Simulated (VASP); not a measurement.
# Mg3CdSe4 (I4/mmm) in VASP: a series of runs, part 2 of 2

VASP 6.6.1.

## Step 4: Relaxation of cell and atoms, PBE

This run uses another cell than the first one, of 23.50 Å³/atom.

The input, INCAR:

```
PREC = Accurate ; ENCUT = 600
EDIFF = 1E-7 ; ISMEAR = 0
SIGMA = 0.1 ; LREAL = F
LASPH = T ; NELM = 60
ALGO = Normal ; ISIF = 3
LWAVE = F ; LCHARG = F
GGA = PE ; IBRION = 2
NSW = 90 ; EDIFFG = -0.04
```

The input, KPOINTS:

```
Automatic mesh
0
Gamma
  4 4 4
```

The input, POSCAR:

```
Mg3CdSe4
1.0
   -2.8644189000      2.8644189000      5.7288378000
    2.8644189000     -2.8644189000      5.7288378000
    2.8644189000      2.8644189000     -5.7288378000
Mg Cd Se
3 1 4
Direct
    0.5000000000      0.5000000000      0.0000000000
    0.7500000000      0.2500000000      0.5000000000
    0.2500000000      0.7500000000      0.5000000000
    0.0000000000      0.0000000000      0.0000000000
    0.7500000000      0.7500000000      0.0000000000
    0.2500000000      0.2500000000      0.0000000000
    0.5000000000      0.0000000000      0.5000000000
    0.0000000000      0.5000000000      0.5000000000
```

Potentials or basis: VASP PAW PBE potentials, release 64 (Mg, Cd, Se).

Started as:

```
$ cat potpaw_PBE.64/Mg/POTCAR potpaw_PBE.64/Cd/POTCAR potpaw_PBE.64/Se/POTCAR > POTCAR
$ mpirun -np 1 vasp_std > vasp.out
```

OUTCAR:

```text
PREC = Accurate
   ENCUT = 600
   EDIFF = 1E-7
   ISMEAR = 0
   LREAL = F
   LASPH = T
   NELM = 60
   ISIF = 3
   GGA = PE
   IBRION = 2
   NSW = 90
   EDIFFG = -0.04

 ion  position               nearest neighbor table
   1  0.500  0.500  0.000-   5 2.86   6 2.86   7 2.86   8 2.86   7 2.86   8 2.86
   2  0.750  0.250  0.500-   5 2.86   6 2.86   7 2.86   8 2.86   5 2.86   6 2.86
   3  0.250  0.750  0.500-   5 2.86   6 2.86   7 2.86   8 2.86   6 2.86   5 2.86
   4  0.000  0.000  0.000-   5 2.86   6 2.86   7 2.86   8 2.86   8 2.86   7 2.86
   5  0.750  0.750  0.000-   1 2.86   2 2.86   3 2.86   4 2.86   2 2.86   3 2.86
   6  0.250  0.250  0.000-   1 2.86   2 2.86   3 2.86   4 2.86   3 2.86   2 2.86
   7  0.500  0.000  0.500-   1 2.86   2 2.86   3 2.86   4 2.86   1 2.86   4 2.86
   8  0.000  0.500  0.500-   1 2.86   2 2.86   3 2.86   4 2.86   4 2.86   1 2.86

  LATTYP: Found a body centered tetragonal cell.
 ALAT       =     5.7288378000
 C/A-ratio  =     2.0000000000

  Lattice vectors:

 A1 = (  -2.8644189000,   2.8644189000,   5.7288378000)
 A2 = (   2.8644189000,  -2.8644189000,   5.7288378000)
 A3 = (   2.8644189000,   2.8644189000,  -5.7288378000)

Analysis of symmetry for initial positions (statically):
[... 164 lines left out ...]
--------------------------------------- Ionic step        1  -------------------------------------------

 number of electron      42.0000002 magnetization

 Free energy of the ion-electron system (eV)
  ---------------------------------------------------
  ext. energy  EPLUGINS =         0.00000000
  ---------------------------------------------------
  free energy    TOTEN  =       -27.32899218 eV

  energy without entropy =      -27.32878284  energy(sigma->0) =      -27.32888751

------------------------ aborting loop because EDIFF is reached ----------------------------------------

  FORCE on cell =-STRESS in cart. coord.  units (eV):
  Direction    XX          YY          ZZ          XY          YZ          ZX
  --------------------------------------------------------------------------------------
  -------------------------------------------------------------------------------------
  Total       -4.8457551     -4.8457551     -4.7244860      0.0000000      0.0000000      0.0000000
  in kB      -41.2926228    -41.2926228    -40.2592395      0.0000000      0.0000000      0.0000000
  external PRESSURE =     -40.9481617 kB  Pullay stress =       0.0000000 kB
[... 155 lines left out ...]
--------------------------------------- Ionic step        5  -------------------------------------------

 number of electron      42.0000001 magnetization

 Free energy of the ion-electron system (eV)
  ---------------------------------------------------
  ext. energy  EPLUGINS =         0.00000000
  ---------------------------------------------------
  free energy    TOTEN  =       -27.55527091 eV

  energy without entropy =      -27.55468663  energy(sigma->0) =      -27.55497877

 E-fermi :   3.2240     XC(G=0):  -9.5289

 val. band max:        3.0702424420   @ k =   0.5000   0.5000   0.0000
 cond. band min:       3.3349484400   @ k =   0.5000   0.5000   0.5000
 fundamental gap:      0.2647059980
 Fermi energy:         3.2240159577

 k-point     1 :       0.0000    0.0000    0.0000
  band No.  band energies     occupation
      1     -10.0244      2.00000
      2      -8.9345      2.00000
      3      -8.8605      2.00000
      4      -8.6798      2.00000
      5      -4.9381      2.00000
      6      -4.9381      2.00000
[... 401 lines left out ...]
  FREE ENERGIE OF THE ION-ELECTRON SYSTEM (eV)
  ---------------------------------------------------
  free  energy   TOTEN  =       -27.5552709110 eV

  energy  without entropy=      -27.5546866300  energy(sigma->0) =      -27.55497877

 reached required accuracy - stopping structural energy minimisation
```

OSZICAR:

```text
N       E                     dE             d eps       ncg     rms          rms(c)
DAV:   1     0.241328650804E+03    0.24133E+03   -0.18982E+04   676   0.153E+03
DAV:   2    -0.929625889823E+01   -0.25062E+03   -0.24544E+03   820   0.268E+02
DAV:   3    -0.286920370362E+02   -0.19396E+02   -0.19249E+02   784   0.749E+01
[... 48 lines left out ...]
DAV:   4    -0.275552453884E+02    0.29435E-03   -0.18126E-03   742   0.186E-01    0.643E-02
DAV:   5    -0.275552718314E+02   -0.26443E-04   -0.21510E-04   702   0.719E-02    0.267E-02
DAV:   6    -0.275552716161E+02    0.21529E-06   -0.77251E-06   840   0.146E-02    0.164E-02
DAV:   7    -0.275552708456E+02    0.77051E-06   -0.16889E-06   734   0.755E-03    0.263E-03
DAV:   8    -0.275552709110E+02   -0.65324E-07   -0.86842E-07   730   0.424E-03
   5 F= -.27555271E+02 E0= -.27554979E+02  d E =-.207213E-01
```

Run time: 13 min. Hardware: 1 thread of Intel Xeon 8259CL, shared host; peak memory 0.51 GiB.

Results:

```
Free energy                           : -27.5553 eV
Relaxed volume                        : 21.65 Å³/atom
Relaxed cell                          : a = 6.831 Å, b = 6.831 Å, c = 6.831 Å, α = 131.87°, β = 131.87°, γ = 70.43°
Space group after relaxing (to 0.1 Å) : I4/mmm (No. 139)
Energy gained by relaxing             : 28.3 meV/atom
Ionic steps                           : 5
Pressure after relaxing               : 0.1 GPa
Band gap on the k mesh                : 0.26 eV (least direct gap 0.99 eV)
```

Forces in eV/Å, atoms in the order of the input:
```
Mg   0.000  0.000  0.000
Mg   0.000  0.000  0.000
Mg   0.000  0.000  0.000
Cd   0.000  0.000  0.000
Se   0.000  0.000 -0.003
Se   0.000  0.000  0.003
Se   0.000  0.000  0.000
Se   0.000  0.000  0.000
```

The path:
```csv
step,energy change (eV),largest force (eV/Å),pressure (GPa),volume (Å³)
1,0.0000,0.2943,-4.09,188.02
2,-0.2039,0.3340,0.54,172.14
3,-0.2056,0.3312,0.11,173.33
4,-0.2148,0.2461,0.09,173.29
5,-0.2263,0.0025,0.09,173.17
```

Final structure:
```
Mg Cd Se
1.0
    -2.78523    2.78523    5.58058
     2.78523   -2.78523    5.58058
     2.78523    2.78523   -5.58058
Mg Cd Se
3 1 4
Direct
  0.50000 0.50000 0.00000
  0.75000 0.25000 0.50000
  0.25000 0.75000 0.50000
  0.00000 0.00000 0.00000
  0.74326 0.74326 0.00000
  0.25674 0.25674 0.00000
  0.50000 0.00000 0.50000
  0.00000 0.50000 0.50000
```

A k mesh can miss the band edges.

## Step 5: Overview

```tsv
task	cell	cutoff (eV)	gap on the mesh (eV)	pressure (GPa)	largest force (eV/Å)
single point	a = 6.836 Å, angles 131.9, 131.9, 70.4°, 8 atoms, atomic positions A	520	0.26	0.0	0.01
single point	a = 7.016 Å, angles 131.8, 131.8, 70.5°, 8 atoms, atomic positions B	520	0.33	-4.1	0.29
relaxation of cell and atoms	relaxed from a = 7.016 Å, angles 131.8, 131.8, 70.5°, 8 atoms, atomic positions B	600	0.26	0.1	-
```

Alike in all rows: level PBE; potentials or basis VASP PAW PBE potentials, release 64 (Mg, Cd, Se); no spin polarisation; k mesh 4 × 4 × 4; smearing gaussian 0.1 eV.

Caveats: the cell stands under tension (at least some runs).

Absolute energies hang on the potentials; compare differences alone.
